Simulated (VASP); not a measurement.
# BN (hexagonal boron nitride) (P6_3/mmc) in VASP: a series of runs

BN (hexagonal boron nitride) is run at these levels: PBE; tasks: vibrations by perturbation theory.

All numbers are computed with VASP 6.6.1; they aren't measurements. Logs are shortened: lines on timing, memory, paths and dates and some standing lists are left out, and cuts for length are marked.

### Step 1. The cell of the first run

The structure is hexagonal, space group P6_3/mmc (No. 194). The conventional cell has a = 2.504 Å, b = 2.504 Å, c = 6.661 Å, α = 90.00°, β = 90.00°, γ = 120.00°. B (site symmetry -6m2) has 3 N at 1.45 Å within 1.9 Å. N (site symmetry -6m2) has 3 B at 1.45 Å within 1.9 Å.

### Step 2. Vibrations by perturbation theory, PBE

File INCAR:

```
SYSTEM = BN
PREC = Accurate
ENCUT = 600
EDIFF = 1E-8
ISMEAR = 0
SIGMA = 0.01
LREAL = .False.
LASPH = .True.
NELM = 120
ALGO = Normal
ISIF = 2
LWAVE = .False.
LCHARG = .False.
GGA = PE
IBRION = 8
NSW = 1
GGA_COMPAT = .False.
```

File KPOINTS:

```
Automatic mesh
0
Gamma
  12 12 4
  0 0 0
```

File POSCAR:

```
BN
1.0
    2.5040000000      0.0000000000      0.0000000000
   -1.2520000000      2.1685276111      0.0000000000
    0.0000000000      0.0000000000      6.6610000000
B N
2 2
Direct
    0.3333333333      0.6666666667      0.2500000000
    0.6666666667      0.3333333333      0.7500000000
    0.6666666667      0.3333333333      0.2500000000
    0.3333333333      0.6666666667      0.7500000000
```

Potentials or basis: VASP PAW PBE potentials, release 64 (B, N).

Command:

```bash
cat potpaw_PBE.64/B/POTCAR potpaw_PBE.64/N/POTCAR > POTCAR
mpirun -np 1 vasp_std > vasp.out
```

OUTCAR:

```text
SYSTEM = BN
   PREC = Accurate
   ENCUT = 600
   EDIFF = 1E-8
   ISMEAR = 0
   LREAL = .False.
   LASPH = .True.
   NELM = 120
   ISIF = 2
   GGA = PE
   IBRION = 8
   NSW = 1

 ion  position               nearest neighbor table
   1  0.333  0.667  0.250-   3 1.45   3 1.45   3 1.45
   2  0.667  0.333  0.750-   4 1.45   4 1.45   4 1.45
   3  0.667  0.333  0.250-   1 1.45   1 1.45   1 1.45
   4  0.333  0.667  0.750-   2 1.45   2 1.45   2 1.45

  LATTYP: Found a hexagonal cell.
 ALAT       =     2.5040000000
 C/A-ratio  =     2.6601437700

  Lattice vectors:

 A1 = (   2.5040000000,   0.0000000000,   0.0000000000)
 A2 = (  -1.2520000000,   2.1685276111,   0.0000000000)
 A3 = (   0.0000000000,   0.0000000000,   6.6610000000)

Analysis of symmetry for initial positions (statically):
=====================================================================
 Subroutine PRICEL returns:
 Original cell was already a primitive cell.

 Routine SETGRP: Setting up the symmetry group for a
 hexagonal supercell.

 Subroutine GETGRP returns: Found 24 space group operations
 (whereof 12 operations were pure point group operations)
 out of a pool of 24 trial point group operations.

The static configuration has the point symmetry D_3d.
 The point group associated with its full space group is D_6h.

Analysis of symmetry for dynamics (positions and initial velocities):
=====================================================================
 Subroutine PRICEL returns:
 Original cell was already a primitive cell.

 Routine SETGRP: Setting up the symmetry group for a
 hexagonal supercell.

 Subroutine GETGRP returns: Found 24 space group operations
 (whereof 12 operations were pure point group operations)
 out of a pool of 24 trial point group operations.

The dynamic configuration has the point symmetry D_3d.
 The point group associated with its full space group is D_6h.

 Subroutine INISYM returns: Found 24 space group operations
 (whereof 12 operations are pure point group operations),
 and found     1 'primitive' translations

----------------------------------------------------------------------------------------

                                     Primitive cell

  volume of cell :      36.1692

  direct lattice vectors                    reciprocal lattice vectors
     2.504000000  0.000000000  0.000000000     0.399361022  0.230571194  0.000000000
    -1.252000000  2.168527611  0.000000000     0.000000000  0.461142388  0.000000000
     0.000000000  0.000000000  6.661000000     0.000000000  0.000000000  0.150127608

  length of vectors
     2.504000000  2.504000000  6.661000000     0.461142388  0.461142388  0.150127608

  position of ions in fractional coordinates (direct lattice)
     0.333333333  0.666666667  0.250000000
     0.666666667  0.333333333  0.750000000
     0.666666667  0.333333333  0.250000000
     0.333333333  0.666666667  0.750000000

  ion indices of the primitive-cell ions
   primitive index   ion index
                 1           1
                 2           2
                 3           3
                 4           4

----------------------------------------------------------------------------------------

 KPOINTS: Automatic mesh

Automatic generation of k-mesh.
 Grid dimensions read from file:
 generate k-points for:   12   12    4

 Generating k-lattice:

  Cartesian coordinates                     Fractional coordinates (reciprocal lattice)
     0.033280085  0.019214266  0.000000000     0.083333333  0.000000000  0.000000000
     0.000000000  0.038428532  0.000000000     0.000000000  0.083333333  0.000000000
     0.000000000  0.000000000  0.037531902     0.000000000  0.000000000  0.250000000

  Length of vectors
     0.038428532  0.038428532  0.037531902

  Shift w.r.t. Gamma in fractional coordinates (k-lattice)
     0.000000000  0.000000000  0.000000000

 Subroutine IBZKPT returns following result:
 ===========================================
[... 73 lines left out ...]
   GGA     = PE    functional components
   LHFCALC =     F    Hartree Fock is set to
   AEXX    =    0.0000 exact exchange contribution
   IVDW    =     0    specifies the selected vdW correction
   LEPSILON=     F    determine dielectric tensor
   LRPA    =     F    only Hartree local field effects (RPA)
 non-spin polarized calculation
 Gauss-broadening in eV      SIGMA  =   0.01
  energy-cutoff  :      600.00
  volume of cell :       36.17
 maximum number of plane-waves:      1233
 NGX is ok and might be reduce to    20
   NGX =  9   NGY =  9   NGZ = 27

--------------------------------------- Ionic step        1  -------------------------------------------

 number of electron      15.9999999 magnetization

 Free energy of the ion-electron system (eV)
  ---------------------------------------------------
  ext. energy  EPLUGINS =         0.00000000
  ---------------------------------------------------
  free energy    TOTEN  =       -35.16129551 eV

  energy without entropy =      -35.16129551  energy(sigma->0) =      -35.16129551

 E-fermi :   2.2957     XC(G=0): -10.0494

 val. band max:        2.2478429343   @ k =   0.3333   0.3333   0.5000
 cond. band min:       6.5287894275   @ k =   0.5000   0.0000   0.0000
 fundamental gap:      4.2809464931
 Fermi energy:         2.2956690979

 k-point     1 :       0.0000    0.0000    0.0000
  band No.  band energies     occupation
      1     -15.5474      2.00000
      2     -15.2602      2.00000
      3      -3.9520      2.00000
      4      -1.8582      2.00000
      5       0.9178      2.00000
      6       0.9178      2.00000
      7       0.9536      2.00000
      8       0.9536      2.00000
      9       7.4906      0.00000
     10      12.5297      0.00000
     11      13.7980      0.00000
     12      13.8029      0.00000
[... 331 lines left out ...]
 k-point    24 :       0.3333    0.0000    0.2500
  band No.  band energies     occupation
      1     -13.5335      2.00000
      2     -13.3879      2.00000
      3      -4.6380      2.00000
      4      -4.5818      2.00000
      5      -1.3306      2.00000
      6      -1.2884      2.00000
      7      -0.9252      2.00000
      8       0.2695      2.00000
      9       9.1041      0.00000
     10       9.6700      0.00000
     11      11.2030      0.00000
     12      12.4723      0.00000

 [... further k-points ...]
[... 5 lines left out ...]
  --------------------------------------------------------------------------------------
  -------------------------------------------------------------------------------------
  Total        0.7970272      0.7970272      0.5846776     -0.0000000      0.0000000      0.0000000
  in kB       35.3057162     35.3057162     25.8993155     -0.0000000      0.0000000      0.0000000
  external PRESSURE =      32.1702493 kB  Pullay stress =       0.0000000 kB

 VOLUME and BASIS-vectors are now :
 -----------------------------------------------------------------------------
  energy-cutoff  :      600.00
  volume of cell :       36.17
      direct lattice vectors                 reciprocal lattice vectors
     2.504000000  0.000000000  0.000000000     0.399361022  0.230571194  0.000000000
    -1.252000000  2.168527611  0.000000000     0.000000000  0.461142388  0.000000000
     0.000000000  0.000000000  6.661000000     0.000000000  0.000000000  0.150127608

 POSITION                                       TOTAL-FORCE (eV/Angst)
 -----------------------------------------------------------------------------------
     -0.00000      1.44569      1.66525         0.000000     -0.000000      0.000000
      1.25200      0.72284      4.99575        -0.000000      0.000000      0.000000
      1.25200      0.72284      1.66525         0.000000     -0.000000      0.000000
     -0.00000      1.44569      4.99575        -0.000000      0.000000      0.000000
 -----------------------------------------------------------------------------------
    total drift:                                0.000000     -0.000000      0.000000

  FREE ENERGIE OF THE ION-ELECTRON SYSTEM (eV)
  ---------------------------------------------------
  free  energy   TOTEN  =       -35.1612955144 eV

  energy  without entropy=      -35.1612955144  energy(sigma->0) =      -35.16129551

[... ionic steps 2 to 9 ...]

--------------------------------------- Ionic step       10  -------------------------------------------

------------------------ aborting loop because EDIFF is reached ----------------------------------------

[... ionic steps 11 to 11 ...]

--------------------------------------- Ionic step       12  -------------------------------------------

 Free energy of the ion-electron system (eV)
  ---------------------------------------------------
  ---------------------------------------------------
  free energy    TOTEN  =        -0.26965192 eV

  energy without entropy =       -0.26965192

------------------------ aborting loop because EDIFF is reached ----------------------------------------

 INTERNAL STRAIN TENSOR  FOR ION    3  DIRECTION 3   (eV/Angst):
 -----------------------------------------------------------------------------
     0.00046 -0.00000  0.00000
     0.00000  0.00046 -0.00000
    -0.00000  0.00000  0.00095

 INTERNAL STRAIN TENSOR FOR ION    4 for displacements in x,y,z  (eV/Angst):
          X           Y           Z          XY          YZ          ZX
  --------------------------------------------------------------------------------
  x     0.00000     0.00000     0.00000   -12.54117     0.00000     0.00000
  y   -12.54117    12.54117    -0.00000    -0.00000     0.00000     0.00000
  z    -0.00000    -0.00000    -0.00000     0.00000     0.00000     0.00000

 SECOND DERIVATIVES (NOT SYMMETRIZED)
 ------------------------------------
               1X          1Y          1Z          2X          2Y          2Z          3X          3Y          3Z          4X          4Y          4Z
  1X   -41.377260    0.000000    0.000000   -0.000364    0.000000    0.000000   41.361310    0.000000    0.000000    0.016313    0.000000    0.000000
  1Y     0.000000  -41.377260    0.000000   -0.000000   -0.000364    0.000000    0.000000   41.361310    0.000000    0.000000    0.016313    0.000000
  1Z     0.000000    0.000000  -13.410870   -0.000000   -0.000000    0.948026    0.000000    0.000000   13.200112   -0.000000    0.000000   -0.737268
  2X    -0.000364    0.000000    0.000000  -41.377260    0.000000    0.000000    0.016313    0.000000    0.000000   41.361310    0.000000    0.000000
  2Y    -0.000000   -0.000364    0.000000    0.000000  -41.377260    0.000000    0.000000    0.016313    0.000000    0.000000   41.361310    0.000000
  2Z    -0.000000   -0.000000    0.948026    0.000000    0.000000  -13.410870   -0.000000    0.000000   -0.737268    0.000000    0.000000   13.200112
  3X    41.342914   -0.000000    0.000000    0.014975    0.000000    0.000000  -41.414015    0.000000    0.000000    0.056125    0.000000    0.000000
  3Y     0.000000   41.342914    0.000000   -0.000000    0.014975    0.000000    0.000000  -41.414015    0.000000    0.000000    0.056125    0.000000
  3Z    -0.000000    0.000000   13.192996   -0.000000    0.000000   -0.725030    0.000000   -0.000000  -13.633635    0.000000    0.000000    1.165668
  4X     0.014975    0.000000    0.000000   41.342914   -0.000000    0.000000    0.056125    0.000000    0.000000  -41.414015    0.000000    0.000000
  4Y    -0.000000    0.014975    0.000000    0.000000   41.342914    0.000000    0.000000    0.056125    0.000000    0.000000  -41.414015    0.000000
  4Z    -0.000000    0.000000   -0.725030   -0.000000    0.000000   13.192996    0.000000    0.000000    1.165668    0.000000   -0.000000  -13.633635

 Eigenvectors and eigenvalues of the dynamical matrix
 ----------------------------------------------------

   1 f  =   40.713338 THz   255.809449 2PiTHz 1358.050784 cm-1   168.376762 meV
             X         Y         Z           dx          dy          dz
     -0.000000  1.445685  1.665250     0.000000   -0.530972    0.000000
      1.252000  0.722843  4.995750    -0.000000    0.530972   -0.000000
      1.252000  0.722843  1.665250    -0.000000    0.466979   -0.000000
     -0.000000  1.445685  4.995750     0.000000   -0.466979    0.000000
[... 71 lines left out ...]
  12 f/i=    0.004815 THz     0.030252 2PiTHz    0.160601 cm-1     0.019912 meV
             X         Y         Z           dx          dy          dz
     -0.000000  1.445685  1.665250    -0.389234   -0.257480    0.000000
      1.252000  0.722843  4.995750    -0.389234   -0.257480    0.000000
      1.252000  0.722843  1.665250    -0.443059   -0.293086    0.000000
     -0.000000  1.445685  4.995750    -0.443059   -0.293086    0.000000

--------------------------------------------------------------------------------------------------------

 ELASTIC MODULI CONTR FROM IONIC RELAXATION (kBar)
 Direction    XX          YY          ZZ          XY          YZ          ZX
 --------------------------------------------------------------------------------
 XX        -400.6965    400.6965     -0.0000     -0.0000      0.0000      0.0000
 YY         400.6965   -400.6965      0.0000      0.0000      0.0000      0.0000
 ZZ          -0.0000      0.0000     -0.0000     -0.0000      0.0000      0.0000
 XY          -0.0000      0.0000     -0.0000   -400.6965      0.0000      0.0000
 YZ           0.0000      0.0000      0.0000      0.0000      0.0000      0.0000
 ZX           0.0000      0.0000      0.0000      0.0000      0.0000      0.0000
 --------------------------------------------------------------------------------
```

It took 4.4 min on 1 thread of Intel Xeon Platinum 8559C (Emerald Rapids), shared host; peak memory 0.41 GiB.

What came out:

| Property | Result |
| --- | --- |
| Highest phonon frequency at Γ, LO-TO splitting left out | 1358 cm⁻¹ |

Phonon frequencies in cm⁻¹ (negative: imaginary):
| q point | frequencies |
| --- | --- |
| (0.000, 0.000, 0.000) | 0 0 0 44 44 119 745 796 1358 1358 1358 1358 |

Caveat: the cell wasn't relaxed at this level first, which shifts response properties; this functional lacks dispersion, which binds the layers, so the pressure and a relaxed spacing across them are unreliable.

[end of part 1 of 2]
